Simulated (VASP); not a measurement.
# ZnCd2Te2 in VASP: further runs, part 2 of 2

VASP 6.6.1. Earlier steps stand in the parts before.

## (3) Single point, PBE

The input, INCAR:

```
SYSTEM = ZnCd2Te2
  ALGO = Normal
  DIPOL = 0.5 0.5 0.369
  EDIFF = 1E-7
  ENCUT = 520
  GGA = PE
  IDIPOL = 3
  ISIF = 2
  ISMEAR = 0
  LASPH = .True.
  LCHARG = .False.
  LDIPOL = .True.
  LREAL = .False.
  LWAVE = .False.
  NBANDS = 32
  NELM = 80
  PREC = Accurate
  SIGMA = 0.05
```

The input, KPOINTS:

```
k-points
0
Gamma
  6 6 1
  0 0 0
```

The input, POSCAR:

```
ZnCd2Te2
1.0
    4.6794578583      0.0000000000      0.0000000000
   -2.3397289292      4.0525293813      0.0000000000
    0.0000000000      0.0000000000     20.0807280860
Te Cd Zn
2 2 1
Direct
    0.0000000000      0.0000000000      0.1991959646
    0.3333333333      0.6666666667      0.4037116126
    0.3333333333      0.6666666667      0.2467634796
    0.6666666667      0.3333333333      0.4273116019
    0.6666666667      1.2222222222      0.5704880034
```

Potentials or basis: VASP PAW PBE potentials, release 64 (Te, Cd, Zn).

Run with:

```sh
$ cat potpaw_PBE.64/Te/POTCAR potpaw_PBE.64/Cd/POTCAR potpaw_PBE.64/Zn/POTCAR > POTCAR
$ mpirun -np 1 vasp_std > vasp.out
```

OUTCAR:

```text
SYSTEM = ZnCd2Te2
   EDIFF = 1E-7
   ENCUT = 520
   GGA = PE
   ISIF = 2
   ISMEAR = 0
   LASPH = .True.
   LREAL = .False.
   NELM = 80
   PREC = Accurate

 ion  position               nearest neighbor table
   1  0.000  0.000  0.199-   3 2.87   3 2.87   3 2.87
   2  0.333  0.667  0.404-   4 2.74   4 2.74   4 2.74   3 3.15
   3  0.333  0.667  0.247-   1 2.87   1 2.87   1 2.87   2 3.15
   4  0.667  0.333  0.427-   2 2.74   2 2.74   2 2.74   5 2.92
   5  0.667  0.222  0.570-   4 2.92

  LATTYP: Found a hexagonal cell.
 ALAT       =     4.6794578583
 C/A-ratio  =     4.2912509727

  Lattice vectors:

 A1 = (   4.6794578583,   0.0000000000,   0.0000000000)
 A2 = (  -2.3397289292,   4.0525293813,   0.0000000000)
 A3 = (   0.0000000000,   0.0000000000,  20.0807280860)

Analysis of symmetry for initial positions (statically):
=====================================================================
 Subroutine PRICEL returns:
 Original cell was already a primitive cell.

 Routine SETGRP: Setting up the symmetry group for a
 hexagonal supercell.

 Subroutine GETGRP returns: Found  1 space group operations
 (whereof  1 operations were pure point group operations)
 out of a pool of 24 trial point group operations.

The static configuration has the point symmetry C_1 .

Analysis of symmetry for dynamics (positions and initial velocities):
=====================================================================
 Subroutine PRICEL returns:
 Original cell was already a primitive cell.

 Routine SETGRP: Setting up the symmetry group for a
 hexagonal supercell.

 Subroutine GETGRP returns: Found  1 space group operations
 (whereof  1 operations were pure point group operations)
[... 122 lines left out ...]
     AMIX     =   0.40;   BMIX     =  1.00
     AMIX_MAG =   1.60;   BMIX_MAG =  1.00
  volume/ion in A,a.u.               =      76.16       513.96
  Fermi-wavevector in a.u.,A,eV,Ry     =   0.820833  1.551150  9.167156  0.673767
  Thomas-Fermi vector in A             =   1.931885
   LORBIT       =      0    0 simple, 1 ext, 2 COOP (PROOUT), +10 PAW based schemes
   GGA     = PE    functional components
   LHFCALC =     F    Hartree Fock is set to
   AEXX    =    0.0000 exact exchange contribution
   IVDW    =     0    specifies the selected vdW correction
   LEPSILON=     F    determine dielectric tensor
   LRPA    =     F    only Hartree local field effects (RPA)
 non-spin polarized calculation
 Gauss-broadening in eV      SIGMA  =   0.05
  energy-cutoff  :      520.00
  volume of cell :      380.80
 maximum number of plane-waves:     10277
   NGX = 17   NGY = 17   NGZ = 75

 number of electron      47.9999998 magnetization

 dipolmoment           0.000000      0.000000     -0.279219 electrons x Angstroem

 Free energy of the ion-electron system (eV)
  ---------------------------------------------------
  ext. energy  EPLUGINS =         0.00000000
  ---------------------------------------------------
  free energy    TOTEN  =        -8.92120601 eV

  energy without entropy =       -8.91963882  energy(sigma->0) =       -8.92042242

 E-fermi :  -1.3680     XC(G=0):  -4.5151

 val. band max:       -1.3680202500   @ k =   0.0000   0.0000   0.0000
 cond. band min:      -1.3679296894   @ k =   0.0000   0.0000   0.0000
 fundamental gap:      0.0000905607
 Fermi energy:        -1.3679749696

 k-point     1 :       0.0000    0.0000    0.0000
  band No.  band energies     occupation
      1     -13.6579      2.00000
      2     -11.5483      2.00000
      3     -11.1528      2.00000
      4     -11.1498      2.00000
      5     -10.8728      2.00000
      6     -10.8623      2.00000
[... 689 lines left out ...]
     31       3.2276      0.00000
     32       3.8723      0.00000

------------------------ aborting loop because EDIFF is reached ----------------------------------------

 vacuum level on the upper side and lower side of the slab       (xc-potential included)        -1.432         1.288

  FORCE on cell =-STRESS in cart. coord.  units (eV):
  Direction    XX          YY          ZZ          XY          YZ          ZX
  --------------------------------------------------------------------------------------
  -------------------------------------------------------------------------------------
  Total        0.4053097      0.5943607     -0.3061767      0.0628647      0.1468109     -0.0608630
  in kB        1.7052827      2.5006879     -1.2881949      0.2644945      0.6176857     -0.2560723
  external PRESSURE =       0.9725919 kB  Pullay stress =       0.0000000 kB

 VOLUME and BASIS-vectors are now :
 -----------------------------------------------------------------------------
  energy-cutoff  :      520.00
  volume of cell :      380.80
      direct lattice vectors                 reciprocal lattice vectors
     4.679457858  0.000000000  0.000000000     0.213699969  0.123379735  0.000000000
    -2.339728929  4.052529381  0.000000000     0.000000000  0.246759469  0.000000000
     0.000000000  0.000000000 20.080728086     0.000000000  0.000000000  0.049798991

 POSITION                                       TOTAL-FORCE (eV/Angst)
 -----------------------------------------------------------------------------------
      0.00000      0.00000      4.00000         0.003251     -0.006411      0.433276
     -0.00000      2.70169      8.10682         0.020109     -0.054129     -0.253783
     -0.00000      2.70169      4.95519        -0.000596      0.000517     -0.412450
      2.33973      1.35084      8.58073        -0.009361      0.027618      0.217128
      2.59970      0.90056     11.45581        -0.013402      0.032404      0.015830
 -----------------------------------------------------------------------------------
    total drift:                                0.000005      0.000214     -0.001312

  FREE ENERGIE OF THE ION-ELECTRON SYSTEM (eV)
  ---------------------------------------------------
  free  energy   TOTEN  =        -8.9212060116 eV

  energy  without entropy=       -8.9196388196  energy(sigma->0) =       -8.92042242

 vacuum level on the upper side and lower side of the slab         1.529         4.293
```

OSZICAR:

```text
N       E                     dE             d eps       ncg     rms          rms(c)
DAV:   1     0.302361477168E+03    0.30236E+03   -0.18605E+04  1280   0.120E+03
DAV:   2     0.119352345215E+02   -0.29043E+03   -0.27638E+03  1456   0.283E+02
DAV:   3    -0.939816028736E+01   -0.21333E+02   -0.21144E+02  1584   0.821E+01
[... 13 lines left out ...]
DAV:  17    -0.892120028576E+01   -0.14767E-04   -0.21805E-06  1208   0.475E-03    0.194E-03
DAV:  18    -0.892120213029E+01   -0.18445E-05   -0.19890E-07  1224   0.242E-03    0.219E-03
DAV:  19    -0.892120464081E+01   -0.25105E-05   -0.19151E-07  1120   0.137E-03    0.902E-04
DAV:  20    -0.892120595137E+01   -0.13106E-05   -0.23305E-07  1088   0.114E-03    0.478E-04
DAV:  21    -0.892120601160E+01   -0.60229E-07   -0.39453E-09  1048   0.321E-04
   1 F= -.89212060E+01 E0= -.89204224E+01  d E =-.156719E-02
```

It took 2.8 min on 1 thread of Intel Xeon 6975P-C (Granite Rapids), shared host; peak memory 0.61 GiB.

What came out:

```
Free energy            : -8.9212 eV
Largest force          : 0.433 eV/Å
Band gap on the k mesh : zero (filled and empty bands touch)
```

Forces in eV/Å, atoms in the order of the input:
```
Te   0.003 -0.006  0.433
Te   0.020 -0.054 -0.254
Cd  -0.001  0.001 -0.412
Cd  -0.009  0.028  0.217
Zn  -0.013  0.032  0.016
```

Caveat: spin-orbit coupling is left out, which moves the levels of the heavy elements.

## (4) Single point, PBE

The input, INCAR:

```
PREC     = Accurate       # precision mode
ENCUT    = 520            # plane-wave cutoff, eV
EDIFF    = 1E-7           # SCF threshold, eV
ISMEAR   = 0              # smearing method
SIGMA    = 0.05           # smearing width, eV
LREAL    = F              # projectors in reciprocal space
LASPH    = T              # aspherical terms in the spheres
NELM     = 100            # most SCF steps
ALGO     = Normal         # electronic algorithm
ISIF     = 2              # what is computed and relaxed
LWAVE    = F              # write WAVECAR
LCHARG   = F              # write CHGCAR
LDIPOL   = T            
IDIPOL   = 3            
DIPOL    = 0.5 0.5 0.368
GGA      = PE             # functional
NBANDS   = 32             # bands
```

The input, KPOINTS:

```
regular mesh
0
Gamma
  6 6 1
```

Changes to POSCAR since step 3:

```diff
@@ -12,2 +12,2 @@
     0.6666666667      0.3333333333      0.4273116019
-    0.6666666667      1.2222222222      0.5704880034
+    0.8888888889      1.0000000000      0.5613015482
```

Run with:

```sh
$ cat potpaw_PBE.64/Te/POTCAR potpaw_PBE.64/Cd/POTCAR potpaw_PBE.64/Zn/POTCAR > POTCAR
$ mpirun -np 1 vasp_std > vasp.out
```

Run time: 2.8 min. Hardware: 1 thread of Intel Xeon 6975P-C (Granite Rapids), shared host; peak memory 0.6 GiB.

It converged, with:

| Item | Value |
| --- | --- |
| Free energy | -8.8387 eV |
| Largest force | 0.428 eV/Å |
| Band gap on the k mesh | zero (filled and empty bands touch) |

Forces on the atoms (eV/Å):
```
Te   0.000 -0.002  0.428
Te  -0.043 -0.021 -0.202
Cd  -0.002 -0.001 -0.400
Cd   0.033 -0.001  0.166
Zn   0.013  0.025  0.008
```

Levels at points of the mesh, in eV from the Fermi level:
| k point | band 21 | band 22 | band 23 | band 24 | band 25 | band 26 | band 27 | band 28 |
| --- | --- | --- | --- | --- | --- | --- | --- | --- |
| (0.00, 0.00, 0.00) | -1.84 | -1.21 | -0.27 | 0.00 | 0.00 | 1.48 | 2.21 | 3.24 |
| (0.50, 0.00, 0.00) | -2.35 | -2.33 | -0.88 | -0.74 | 0.59 | 1.45 | 1.86 | 2.56 |
| (0.00, 0.50, 0.00) | -2.54 | -2.07 | -0.88 | -0.76 | 0.42 | 1.33 | 2.15 | 2.55 |
| (0.50, 0.50, 0.00) | -2.73 | -1.86 | -0.88 | -0.77 | 0.30 | 1.21 | 2.38 | 2.64 |

Caveat: spin-orbit coupling is left out, which moves the levels of the heavy elements.

## (5) Single point, PBE

The input, INCAR:

```
SYSTEM = ZnCd2Te2
PREC     = Accurate       ! precision mode
ENCUT    = 520            ! plane-wave cutoff, eV
EDIFF    = 1E-6           ! SCF threshold, eV
ISMEAR   = 0              ! smearing method
SIGMA    = 0.05           ! smearing width, eV
LREAL    = .False.        ! projectors in reciprocal space
LASPH    = .True.         ! aspherical terms in the spheres
NELM     = 80             ! most SCF steps
ALGO     = Normal         ! electronic algorithm
ISIF     = 2              ! what is computed and relaxed
LWAVE    = .False.        ! write WAVECAR
LCHARG   = .False.        ! write CHGCAR
LDIPOL   = .True.       
IDIPOL   = 3            
DIPOL    = 0.5 0.5 0.377
GGA      = PE             ! functional
NBANDS   = 32             ! bands
```

The input, KPOINTS:

```
regular mesh
0
Gamma
  6 6 1
  0 0 0
```

Changes to POSCAR since step 4:

```diff
@@ -12,2 +12,2 @@
     0.6666666667      0.3333333333      0.4273116019
-    0.8888888889      1.0000000000      0.5613015482
+    1.3333333333      0.5555555556      0.6084487104
```

Potentials or basis: VASP PAW PBE potentials, release 64 (Te, Cd, Zn).

Run with:

```sh
$ cat potpaw_PBE.64/Te/POTCAR potpaw_PBE.64/Cd/POTCAR potpaw_PBE.64/Zn/POTCAR > POTCAR
$ mpirun -np 1 vasp_std > vasp.out
```

OUTCAR:

```text
SYSTEM = ZnCd2Te2
   PREC = Accurate
   ENCUT = 520
   EDIFF = 1E-6
   ISMEAR = 0
   LREAL = .False.
   LASPH = .True.
   NELM = 80
   ISIF = 2
   GGA = PE

 ion  position               nearest neighbor table
   1  0.000  0.000  0.199-   3 2.87   3 2.87   3 2.87
   2  0.333  0.667  0.404-   4 2.74   4 2.74   4 2.74   3 3.15
   3  0.333  0.667  0.247-   1 2.87   1 2.87   1 2.87   2 3.15
   4  0.667  0.333  0.427-   2 2.74   2 2.74   2 2.74
   5  0.333  0.556  0.608-

  LATTYP: Found a hexagonal cell.
 ALAT       =     4.6794578583
 C/A-ratio  =     4.2912509727

  Lattice vectors:

 A1 = (   4.6794578583,   0.0000000000,   0.0000000000)
 A2 = (  -2.3397289292,   4.0525293813,   0.0000000000)
 A3 = (   0.0000000000,   0.0000000000,  20.0807280860)

Analysis of symmetry for initial positions (statically):
=====================================================================
 Subroutine PRICEL returns:
 Original cell was already a primitive cell.

 Routine SETGRP: Setting up the symmetry group for a
 hexagonal supercell.

 Subroutine GETGRP returns: Found  1 space group operations
 (whereof  1 operations were pure point group operations)
 out of a pool of 24 trial point group operations.

The static configuration has the point symmetry C_1 .

Analysis of symmetry for dynamics (positions and initial velocities):
=====================================================================
 Subroutine PRICEL returns:
 Original cell was already a primitive cell.

 Routine SETGRP: Setting up the symmetry group for a
 hexagonal supercell.

 Subroutine GETGRP returns: Found  1 space group operations
 (whereof  1 operations were pure point group operations)
 out of a pool of 24 trial point group operations.

The dynamic configuration has the point symmetry C_1 .
[... 121 lines left out ...]
  volume/ion in A,a.u.               =      76.16       513.96
  Fermi-wavevector in a.u.,A,eV,Ry     =   0.820833  1.551150  9.167156  0.673767
  Thomas-Fermi vector in A             =   1.931885
   LORBIT       =      0    0 simple, 1 ext, 2 COOP (PROOUT), +10 PAW based schemes
   GGA     = PE    functional components
   LHFCALC =     F    Hartree Fock is set to
   AEXX    =    0.0000 exact exchange contribution
   IVDW    =     0    specifies the selected vdW correction
   LEPSILON=     F    determine dielectric tensor
   LRPA    =     F    only Hartree local field effects (RPA)
 non-spin polarized calculation
 Gauss-broadening in eV      SIGMA  =   0.05
  energy-cutoff  :      520.00
  volume of cell :      380.80
 maximum number of plane-waves:     10277
   NGX = 17   NGY = 17   NGZ = 75

 number of electron      47.9999977 magnetization

 dipolmoment           0.000000      0.000000     -0.227989 electrons x Angstroem

 Free energy of the ion-electron system (eV)
  ---------------------------------------------------
  ext. energy  EPLUGINS =         0.00000000
  ---------------------------------------------------
  free energy    TOTEN  =        -8.78507655 eV

  energy without entropy =       -8.78350936  energy(sigma->0) =       -8.78429295

 E-fermi :  -1.4958     XC(G=0):  -4.6299

 val. band max:       -1.4958429947   @ k =   0.0000   0.0000   0.0000
 cond. band min:      -1.4957749449   @ k =   0.0000   0.0000   0.0000
 fundamental gap:      0.0000680498
 Fermi energy:        -1.4958089697

 k-point     1 :       0.0000    0.0000    0.0000
  band No.  band energies     occupation
      1     -13.8067      2.00000
      2     -11.6759      2.00000
      3     -11.2923      2.00000
      4     -11.2922      2.00000
      5     -11.0019      2.00000
      6     -11.0017      2.00000
[... 689 lines left out ...]
     31       2.7728      0.00000
     32       3.8013      0.00000

------------------------ aborting loop because EDIFF is reached ----------------------------------------

 vacuum level on the upper side and lower side of the slab       (xc-potential included)        -1.313         0.853

  FORCE on cell =-STRESS in cart. coord.  units (eV):
  Direction    XX          YY          ZZ          XY          YZ          ZX
  --------------------------------------------------------------------------------------
  -------------------------------------------------------------------------------------
  Total        0.3160086      0.3277368     -0.4070335     -0.0025826     -0.0590837      0.0526104
  in kB        1.3295611      1.3789058     -1.7125357     -0.0108660     -0.2485863      0.2213507
  external PRESSURE =       0.3319771 kB  Pullay stress =       0.0000000 kB

 VOLUME and BASIS-vectors are now :
 -----------------------------------------------------------------------------
  energy-cutoff  :      520.00
  volume of cell :      380.80
      direct lattice vectors                 reciprocal lattice vectors
     4.679457858  0.000000000  0.000000000     0.213699969  0.123379735  0.000000000
    -2.339728929  4.052529381  0.000000000     0.000000000  0.246759469  0.000000000
     0.000000000  0.000000000 20.080728086     0.000000000  0.000000000  0.049798991

 POSITION                                       TOTAL-FORCE (eV/Angst)
 -----------------------------------------------------------------------------------
      0.00000      0.00000      4.00000        -0.001187      0.001341      0.435994
     -0.00000      2.70169      8.10682        -0.008057      0.012318     -0.057837
     -0.00000      2.70169      4.95519        -0.000174      0.000408     -0.427828
      2.33973      1.35084      8.58073        -0.002346     -0.001589      0.048591
      0.25997      2.25141     12.21809         0.011763     -0.012478      0.001080
 -----------------------------------------------------------------------------------
    total drift:                               -0.000153      0.000147      0.000572

  FREE ENERGIE OF THE ION-ELECTRON SYSTEM (eV)
  ---------------------------------------------------
  free  energy   TOTEN  =        -8.7850765478 eV

  energy  without entropy=       -8.7835093552  energy(sigma->0) =       -8.78429295

 vacuum level on the upper side and lower side of the slab         1.797         4.040
```

It took 2.8 min on 1 thread of Intel Xeon 6975P-C (Granite Rapids), shared host; peak memory 0.62 GiB.

Results:

| Item | Value |
| --- | --- |
| Free energy | -8.7851 eV |
| Largest force | 0.436 eV/Å |
| Band gap on the k mesh | zero (filled and empty bands touch) |

Forces on the atoms (eV/Å):
```
Te  -0.001  0.001  0.436
Te  -0.008  0.012 -0.058
Cd   0.000  0.000 -0.428
Cd  -0.002 -0.002  0.049
Zn   0.012 -0.012  0.001
```

Caveat: spin-orbit coupling is left out, which moves the levels of the heavy elements.

## (6) The runs side by side

```tsv
cell	gap on the mesh (eV)	largest force (eV/Å)
as given, atomic positions A	none	0.43
as given, atomic positions B	none	0.43
as given, atomic positions C	none	0.43
as given, atomic positions D	none	0.44
```

Alike in all rows: task single point; level PBE; potentials or basis VASP PAW PBE potentials, release 64 (Te, Cd, Zn); no spin polarisation; k mesh 6 × 6 × 1; cutoff (eV) 520; smearing gaussian 0.05 eV.

Caveats: spin-orbit coupling is left out, which moves the levels of the heavy elements.

Total energies depend on the potentials used, so only differences within one code and one set of settings carry meaning.
